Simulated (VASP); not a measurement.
## Al: single point with RPBE

The system is Al.

```
CELL_PARAMETERS angstrom
0.00000 2.00779 2.00779
2.00779 0.00000 2.00779
2.00779 2.00779 0.00000
ATOMIC_POSITIONS crystal
Al 0.00000 0.00000 0.00000
```

```
Program             : VASP 6.6.1
Task                : single point
Functional          : RPBE
Potentials or basis : VASP PAW PBE potentials, release 64 (Al)
Cutoff              : 520 eV
k mesh              : 18 × 18 × 18
Occupations         : gaussian, width 0.1 eV
Spin                : no spin polarisation
```

```yaml
Pressure: 2.8 GPa
```

Levels at points of the mesh, in eV from the Fermi level:
```tsv
k point	band 1	band 2	band 3	band 4	band 5	band 6
(0.00, 0.00, 0.00)	-11.27	12.71	12.71	12.71	14.48	14.48
(0.50, 0.00, 0.00)	-4.69	-4.38	11.53	11.53	11.71	11.71
(0.50, 0.50, 0.00)	-2.98	-1.59	5.22	5.72	5.72	9.33
```

Wall time 10 s on 1 thread of Intel(R) Xeon(R) 6975P-C (Granite Rapids), with other jobs on the host, peak memory 0.14 GiB.

Caveat: the PAW data sets were made with another functional, which shifts forces and pressure a little.
